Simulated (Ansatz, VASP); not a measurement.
# One calculation of PtSe2, two programs

```
CELL_PARAMETERS angstrom
3.75156 0.00000 0.00000
-1.87578 3.24895 0.00000
0.39008 0.00000 6.50133
ATOMIC_POSITIONS crystal
Pt 0.00000 0.00000 0.00000
Se 0.68757 0.33335 0.79894
Se 0.31243 0.66665 0.20106
```

Change from the starting cell: shear of c along a, cell held, atoms relaxed: +6.0 %.

Alike in both runs: functional PBE; k mesh 12 × 12 × 4; occupations gaussian, width 0.02 eV; no spin polarisation.

Ansatz relaxed the structure, and its values are those at the end. VASP's run is a single point on that final structure, the one shown.

```csv
,VASP,Ansatz
version,VASP 6.6.1,Ansatz 0.2.0
potentials or method,"VASP PAW PBE potentials, release 64 (Pt, Se), cutoff 520 eV","scalar-relativistic, plane waves, PAW"
valence electrons in the cell,22,50
```

|  | VASP | Ansatz | Ansatz less VASP |
| --- | --- | --- | --- |
| gap on the k mesh at the Fermi level (eV) | 0.84 | 0.85 | +0.010 |
| least direct gap on the mesh (eV) | 1.02 | 1.03 | +0.011 |
| pressure (GPa) | 0.0 | 0.0 | +0.03 |
| rms of the force components (eV/Å) | 0.004 | 0.003 | -0.0011 |

VASP's potentials hold 22 valence electrons a cell and Ansatz's 50, so a difference there can come from the potentials and not from the codes. Ansatz's warnings: stress scf threshold loose.

Neither program's run includes spin-orbit coupling.
